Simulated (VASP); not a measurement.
# SiC (P6_3mc) in VASP: notebook, part 2 of 2

VASP 6.6.1.

**3. Single point, PBE (all C atoms moved +0.050 Å, as atom 5 along Cartesian [0 0 1])**

File INCAR:

```
PREC = Accurate
ENCUT = 520
EDIFF = 1E-6
ISMEAR = 0
SIGMA = 0.05
LREAL = False
LASPH = True
NELM = 60
ALGO = Normal
ISIF = 2
LWAVE = False
LCHARG = True
GGA = PE
LELF = True
LVHAR = True
NBANDS = 26
```

File KPOINTS:

```
Automatic mesh
0
Gamma
  12 12 4
```

File POSCAR:

```
SiC
1.0
    3.0941201807      0.0000000000      0.0000000000
   -1.5470600903      2.6795866789      0.0000000000
    0.0000000000      0.0000000000     10.1293391985
Si C
4 4
Direct
    0.6666666667      0.3333333333      0.9378441878
    0.3333333333      0.6666666667      0.4378441878
    0.0000000000      0.0000000000      0.6878995565
    0.0000000000      0.0000000000      0.1878995565
    0.6666666667      0.3333333333      0.7547436021
    0.3333333333      0.6666666667      0.2547436021
    0.0000000000      0.0000000000      0.5053839660
    0.0000000000      0.0000000000      0.0053839660
```

Potentials or basis: VASP PAW PBE potentials, release 64 (Si, C).

Run with:

```sh
cat potpaw_PBE.64/Si/POTCAR potpaw_PBE.64/C/POTCAR > POTCAR
mpirun -np 1 vasp_std > vasp.out
```

OUTCAR:

```text
PREC = Accurate
   ENCUT = 520
   EDIFF = 1E-6
   ISMEAR = 0
   LREAL = False
   LASPH = True
   NELM = 60
   ISIF = 2
   GGA = PE

 ion  position               nearest neighbor table
   1  0.667  0.333  0.938-   5 1.85   8 1.91   8 1.91   8 1.91   3 3.10   3 3.10   3 3.10   4 3.10
                             4 3.10   4 3.10
   2  0.333  0.667  0.438-   6 1.85   7 1.91   7 1.91   7 1.91   4 3.10   4 3.10   4 3.10   3 3.10
                             3 3.10   3 3.10
   3  0.000  0.000  0.688-   7 1.85   5 1.91   5 1.91   5 1.91   1 3.10   1 3.10   1 3.10   2 3.10
                             2 3.10   2 3.10
   4  0.000  0.000  0.188-   8 1.85   6 1.91   6 1.91   6 1.91   2 3.10   2 3.10   2 3.10   1 3.10
                             1 3.10   1 3.10
   5  0.667  0.333  0.755-   1 1.85   3 1.91   3 1.91   3 1.91
   6  0.333  0.667  0.255-   2 1.85   4 1.91   4 1.91   4 1.91
   7  0.000  0.000  0.505-   3 1.85   2 1.91   2 1.91   2 1.91
   8  0.000  0.000  0.005-   4 1.85   1 1.91   1 1.91   1 1.91

  LATTYP: Found a hexagonal cell.
 ALAT       =     3.0941201807
 C/A-ratio  =     3.2737381249

  Lattice vectors:

 A1 = (   3.0941201807,   0.0000000000,   0.0000000000)
 A2 = (  -1.5470600903,   2.6795866789,   0.0000000000)
 A3 = (   0.0000000000,   0.0000000000,  10.1293391985)

Analysis of symmetry for initial positions (statically):
=====================================================================
 Subroutine PRICEL returns:
 Original cell was already a primitive cell.

 Routine SETGRP: Setting up the symmetry group for a
 hexagonal supercell.

 Subroutine GETGRP returns: Found 12 space group operations
 (whereof  6 operations were pure point group operations)
 out of a pool of 24 trial point group operations.

The static configuration has the point symmetry C_3v.
 The point group associated with its full space group is C_6v.

Analysis of symmetry for dynamics (positions and initial velocities):
[... 147 lines left out ...]
  Thomas-Fermi vector in A             =   2.323015
   LORBIT       =      0    0 simple, 1 ext, 2 COOP (PROOUT), +10 PAW based schemes
   GGA     = PE    functional components
   LHFCALC =     F    Hartree Fock is set to
   AEXX    =    0.0000 exact exchange contribution
   IVDW    =     0    specifies the selected vdW correction
   LEPSILON=     F    determine dielectric tensor
   LRPA    =     F    only Hartree local field effects (RPA)
 non-spin polarized calculation
 Gauss-broadening in eV      SIGMA  =   0.05
  energy-cutoff  :      520.00
  volume of cell :       83.98
 maximum number of plane-waves:      2280
 NGX is ok and might be reduce to    24
   NGX = 11   NGY = 11   NGZ = 37

 number of electron      32.0000001 magnetization

 Free energy of the ion-electron system (eV)
  ---------------------------------------------------
  ext. energy  EPLUGINS =         0.00000000
  ---------------------------------------------------
  free energy    TOTEN  =       -60.15270764 eV

  energy without entropy =      -60.15270764  energy(sigma->0) =      -60.15270764

 E-fermi :   8.3603     XC(G=0): -11.2908

 val. band max:        8.1430903066   @ k =   0.0000   0.0000   0.0000
 cond. band min:      10.1864582971   @ k =   0.5000   0.0000   0.0000
 fundamental gap:      2.0433679905
 Fermi energy:         8.3602829678

 k-point     1 :       0.0000    0.0000    0.0000
  band No.  band energies     occupation
      1      -7.3546      2.00000
      2      -6.1807      2.00000
      3      -6.1515      2.00000
      4      -3.7688      2.00000
      5      -0.6955      2.00000
      6       3.5097      2.00000
[... 685 lines left out ...]
     25      16.4535      0.00000
     26      16.9714      0.00000

 [... further k-points ...]

------------------------ aborting loop because EDIFF is reached ----------------------------------------

  FORCE on cell =-STRESS in cart. coord.  units (eV):
  Direction    XX          YY          ZZ          XY          YZ          ZX
  --------------------------------------------------------------------------------------
  -------------------------------------------------------------------------------------
  Total       -0.9025025     -0.9025025      2.1353279     -0.0000000      0.0000000      0.0000000
  in kB      -17.2176104    -17.2176104     40.7370017     -0.0000000      0.0000000      0.0000000
  external PRESSURE =       2.1005936 kB  Pullay stress =       0.0000000 kB

 VOLUME and BASIS-vectors are now :
 -----------------------------------------------------------------------------
  energy-cutoff  :      520.00
  volume of cell :       83.98
      direct lattice vectors                 reciprocal lattice vectors
     3.094120181  0.000000000  0.000000000     0.323193652  0.186595942  0.000000000
    -1.547060090  2.679586679  0.000000000     0.000000000  0.373191884  0.000000000
     0.000000000  0.000000000 10.129339199     0.000000000  0.000000000  0.098723123

 POSITION                                       TOTAL-FORCE (eV/Angst)
 -----------------------------------------------------------------------------------
      1.54706      0.89320      9.49974        -0.000000     -0.000000      1.004934
     -0.00000      1.78639      4.43507         0.000000     -0.000000      1.004934
      0.00000      0.00000      6.96797         0.000000     -0.000000      0.987762
      0.00000      0.00000      1.90330        -0.000000      0.000000      0.987762
      1.54706      0.89320      7.64505         0.000000     -0.000000     -0.986613
     -0.00000      1.78639      2.58038        -0.000000      0.000000     -0.986613
      0.00000      0.00000      5.11921         0.000000     -0.000000     -1.006084
      0.00000      0.00000      0.05454         0.000000     -0.000000     -1.006084
 -----------------------------------------------------------------------------------
    total drift:                               -0.000000     -0.000000     -0.001180

  FREE ENERGIE OF THE ION-ELECTRON SYSTEM (eV)
  ---------------------------------------------------
  free  energy   TOTEN  =       -60.1527076378 eV

  energy  without entropy=      -60.1527076378  energy(sigma->0) =      -60.15270764
```

OSZICAR:

```text
N       E                     dE             d eps       ncg     rms          rms(c)
DAV:   1     0.707324446626E+02    0.70732E+02   -0.14465E+04  2964   0.111E+03
DAV:   2    -0.604042108048E+02   -0.13114E+03   -0.12146E+03  3930   0.188E+02
DAV:   3    -0.673486774168E+02   -0.69445E+01   -0.68900E+01  3988   0.404E+01
DAV:   4    -0.674388273884E+02   -0.90150E-01   -0.90004E-01  3840   0.539E+00
DAV:   5    -0.674404358594E+02   -0.16085E-02   -0.16075E-02  3888   0.682E-01    0.174E+01
DAV:   6    -0.603266127232E+02    0.71138E+01   -0.19258E+01  3774   0.191E+01    0.779E+00
DAV:   7    -0.601861565998E+02    0.14046E+00   -0.21007E+00  4078   0.645E+00    0.338E+00
DAV:   8    -0.601551697255E+02    0.30987E-01   -0.11324E-01  3608   0.160E+00    0.103E+00
DAV:   9    -0.601521114512E+02    0.30583E-02   -0.17674E-02  3746   0.714E-01    0.162E-01
DAV:  10    -0.601526156115E+02   -0.50416E-03   -0.15133E-03  3778   0.191E-01    0.793E-02
DAV:  11    -0.601527044837E+02   -0.88872E-04   -0.20854E-04  3530   0.884E-02    0.168E-02
DAV:  12    -0.601527064164E+02   -0.19327E-05   -0.90000E-06  3822   0.163E-02    0.648E-03
DAV:  13    -0.601527074240E+02   -0.10076E-05   -0.70809E-07  2534   0.464E-03    0.181E-03
DAV:  14    -0.601527076378E+02   -0.21378E-06   -0.13111E-07  1870   0.174E-03
   1 F= -.60152708E+02 E0= -.60152708E+02  d E =-.625747E-12
```

Run time: 44 s. Hardware: 1 thread of Intel Xeon 6975P-C (Granite Rapids), shared host; peak memory 0.24 GiB.

Results:

| Property | Result |
| --- | --- |
| Free energy | -60.1527 eV |
| Pressure | 0.2 GPa |
| Largest force | 1.006 eV/Å |
| Band gap on the k mesh | 2.04 eV (least direct gap 3.14 eV) |

Forces in eV/Å, atoms in the order of the input:
```
Si   0.000  0.000  1.005
Si   0.000  0.000  1.005
Si   0.000  0.000  0.988
Si   0.000  0.000  0.988
C    0.000  0.000 -0.987
C    0.000  0.000 -0.987
C    0.000  0.000 -1.006
C    0.000  0.000 -1.006
```

Stress tensor (GPa, compression positive):
```
-1.72  0.00  0.00
 0.00 -1.72  0.00
 0.00  0.00  4.07
```

Caveat: the cell differs from its parent crystal (all C atoms moved +0.050 Å, as atom 5 along Cartesian [0 0 1]); forces of over 1 eV/Å act on the atoms, so gaps and moduli don't describe the material at rest. A k mesh can miss the band edges.

**4. Single point, PBE (all C atoms moved -0.025 Å, as atom 5 along Cartesian [0 0 1])**

File INCAR:

```
SYSTEM = SiC
ALGO = Normal
EDIFF = 1E-6
ENCUT = 520
GGA = PE
ISIF = 2
ISMEAR = 0
LASPH = .True.
LCHARG = .False.
LREAL = .False.
LWAVE = .False.
NBANDS = 26
NELM = 100
PREC = Accurate
SIGMA = 0.05
```

File KPOINTS:

```
k-points
0
Gamma
  12 12 4
  0 0 0
```

File POSCAR:

```
SiC
1.0
    3.0941201807      0.0000000000      0.0000000000
   -1.5470600903      2.6795866789      0.0000000000
    0.0000000000      0.0000000000     10.1293391985
Si C
4 4
Direct
    0.6666666667      0.3333333333      0.9378441878
    0.3333333333      0.6666666667      0.4378441878
    0.0000000000      0.0000000000      0.6878995565
    0.0000000000      0.0000000000      0.1878995565
    0.6666666667      0.3333333333      0.7473393678
    0.3333333333      0.6666666667      0.2473393678
    0.0000000000      0.0000000000      0.4979797317
    0.0000000000      0.0000000000     -0.0020202683
```

Run with:

```sh
cat potpaw_PBE.64/Si/POTCAR potpaw_PBE.64/C/POTCAR > POTCAR
mpirun -np 1 vasp_std > vasp.out
```

It took 42 s on 1 thread of Intel Xeon 6975P-C (Granite Rapids), shared host; peak memory 0.25 GiB.

It converged, with:

| Item | Value |
| --- | --- |
| Free energy | -60.2274 eV |
| Pressure | 0.0 GPa |
| Largest force | 0.431 eV/Å |
| Band gap on the k mesh | 2.15 eV (least direct gap 3.43 eV) |

Forces in eV/Å, atoms in the order of the input:
```
Si   0.000  0.000 -0.431
Si   0.000  0.000 -0.431
Si   0.000  0.000 -0.421
Si   0.000  0.000 -0.421
C    0.000  0.000  0.422
C    0.000  0.000  0.422
C    0.000  0.000  0.430
C    0.000  0.000  0.430
```

Stress tensor (GPa, compression positive):
```
 0.82  0.00  0.00
 0.00  0.82  0.00
 0.00  0.00 -1.55
```

Levels at points of the mesh, in eV from the valence-band top:
| k point | band 14 | band 15 | band 16 | band 17 | band 18 | band 19 |
| --- | --- | --- | --- | --- | --- | --- |
| (0.00, 0.00, 0.00) | -0.16 | -0.16 | 0.00 | 4.86 | 5.44 | 6.02 |
| (0.50, 0.00, 0.00) | -2.22 | -1.56 | -1.28 | 2.15 | 2.24 | 4.07 |
| (0.00, 0.00, 0.50) | -0.36 | -0.36 | -0.36 | 5.07 | 5.07 | 6.54 |
| (0.50, 0.00, 0.50) | -2.48 | -1.69 | -1.69 | 2.54 | 2.54 | 4.09 |

Caveat: the cell differs from its parent crystal (all C atoms moved -0.025 Å, as atom 5 along Cartesian [0 0 1]). A k mesh can miss the band edges.

**5. Overview**

| cell | gap on the mesh (eV) | pressure (GPa) | largest force (eV/Å) |
| --- | --- | --- | --- |
| as given, atomic positions A | 1.91 | 0.5 | 1.17 |
| as given, atomic positions B | 2.04 | 0.2 | 1.01 |
| as given, atomic positions C | 2.15 | 0.0 | 0.43 |

Alike in all rows: task single point; level PBE; potentials or basis VASP PAW PBE potentials, release 64 (Si, C); no spin polarisation; k mesh 12 × 12 × 4; cutoff (eV) 520; smearing gaussian 0.05 eV.

Caveats: forces of over 1 eV/Å act on the atoms, so gaps and moduli don't describe the material at rest (at least some runs).

Absolute energies hang on the potentials; compare differences alone.
